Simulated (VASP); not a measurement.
Set up this calculation in VASP 6.6.1, as the native input.

* Task: single point
* Functional: LDA
* Potentials or basis: VASP PAW LDA potentials, release 64 (K_sv, F)
* Cutoff: 600 eV
* k mesh: 4 × 4 × 4
* Occupations: tetrahedron
* Spin: no spin polarisation
* Hubbard terms: F p U = 1.5 eV
* Dipole correction: no
* Further INCAR settings: ALGO = Normal; EDIFF = 1e-06; NBANDS = 15

The structure of KF lies in POSCAR:

```
KF
1.0
    3.2589550000      0.0000000000      0.0000000000
    0.0000000000      3.2589550000      0.0000000000
    0.0000000000      0.0000000000      3.2589550000
K F
1 1
Direct
    0.7540000000      0.1780000000      0.0680000000
    1.2540000000      0.6780000000      0.5680000000
```

One way to write it, as run:

INCAR

```
PREC = Accurate ; ENCUT = 600
EDIFF = 1E-6 ; ISMEAR = -5
SIGMA = 0.1 ; LREAL = False
LASPH = True ; NELM = 200
ALGO = Normal ; ISIF = 2
LWAVE = False ; LCHARG = False
LDAU = True ; LDAUTYPE = 2
LDAUL = -1 1 ; LDAUU = 0 1.5
LDAUJ = 0 0 ; LDAUPRINT = 1
GGA = CA ; NBANDS = 15
GGA_COMPAT = False
```

KPOINTS

```
regular mesh
0
Gamma
  4 4 4
```

Potentials or basis: VASP PAW LDA potentials, release 64 (K_sv, F).

Launch:

```bash
$ cat potpaw_LDA.64/K_sv/POTCAR potpaw_LDA.64/F/POTCAR > POTCAR
$ mpirun -np 1 vasp_std > vasp.out
```

Results of the run:

| Property | Result |
| --- | --- |
| Pressure | -6.0 GPa |
| Band gap on the k mesh | 6.04 eV (least direct gap 6.09 eV) |

Caveat: the k points lie up to 0.48 Å⁻¹ apart.

It took 5.5 s on 1 thread of AMD EPYC 7R43 64-Core Processor (Zen 3), on a shared host, peak memory 0.1 GiB.
